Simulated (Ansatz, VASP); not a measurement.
**Pb: VASP beside Ansatz**

```xyz
2
Lattice="0.0000 3.3925 3.3925 3.3925 0.0000 3.3925 3.3925 3.3925 0.0000" Properties=species:S:1:pos:R:3 pbc="T T T"
Pb    0.0000    0.0000    0.0000
Pb    1.6963    1.6963    1.6963
```

Change from the starting cell: volume scaled by 0.96.

Alike in both runs: task single point; functional LDA; k mesh 8 × 8 × 8; occupations fermi-dirac, width 0.05 eV; no spin polarisation.

```csv
,VASP,Ansatz
version,VASP 6.6.1,Ansatz 0.2.0
potentials or method,"VASP PAW LDA potentials, release 64 (Pb_d), cutoff 520 eV","all-electron LAPW, scalar-relativistic"
```

```csv
,VASP,Ansatz,Ansatz less VASP
pressure (GPa),0.6,0.6,0.00
```

LDA's correlation is that of Perdew and Zunger in VASP and of Perdew and Wang (1992) in Ansatz. Ansatz ran all-electron here, and VASP with PAW potentials.

Spin-orbit coupling is off throughout.
